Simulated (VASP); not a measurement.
Input of a VASP 6.6.1 run:

Contents of INCAR:

```
PREC     = Accurate       # precision mode
ENCUT    = 520            # plane-wave cutoff, eV
EDIFF    = 1E-7           # SCF threshold, eV
ISMEAR   = 0              # smearing method
SIGMA    = 0.05           # smearing width, eV
LREAL    = F              # projectors in reciprocal space
LASPH    = T              # aspherical terms in the spheres
NELM     = 100            # most SCF steps
ALGO     = Normal         # electronic algorithm
ISIF     = 2              # what is computed and relaxed
LWAVE    = F              # write WAVECAR
LCHARG   = F              # write CHGCAR
GGA      = PE             # functional
IVDW     = 12             # dispersion correction
NBANDS   = 35             # bands
```

KPOINTS

```
regular mesh
0
Gamma
  12 12 4
```

POSCAR

```
SnO2
1.0
    3.1440894412      0.0000000000      0.0000000000
   -1.5720447206      2.7228613278      0.0000000000
    0.0000000000      0.0000000000      9.9164580975
Sn O
2 4
Direct
    0.0000000000      0.0000000000      0.5000000000
    0.0000000000      0.0000000000      0.0000000000
    0.6666666667      0.3333333333      0.4017901367
    0.6666666667      0.3333333333      0.0982098633
    0.3333333333      0.6666666667      0.5982098633
    0.3333333333      0.6666666667      0.9017901367
```

Potentials or basis: VASP PAW PBE potentials, release 64 (Sn_d, O).

Run with:

```sh
$ cat potpaw_PBE.64/Sn_d/POTCAR potpaw_PBE.64/O/POTCAR > POTCAR
$ mpirun -np 1 vasp_std > vasp.out
```

(1) What does it give for the band gap on the k mesh?

(2) What does it give for the largest force?

(3) Estimate the pressure.

(4) Estimate the dispersion energy per atom.

## Answers

(1) 2.44 eV (least direct gap 2.95 eV).

(2) 1.123 eV/Å.

(3) 13.1 GPa.

(4) -0.180 eV.

Caveat: the stress differs along the axes, from 9 to 15 GPa; spin-orbit coupling is left out, which moves the levels of the heavy elements; forces of over 1 eV/Å act on the atoms, so gaps and moduli don't describe the material at rest.
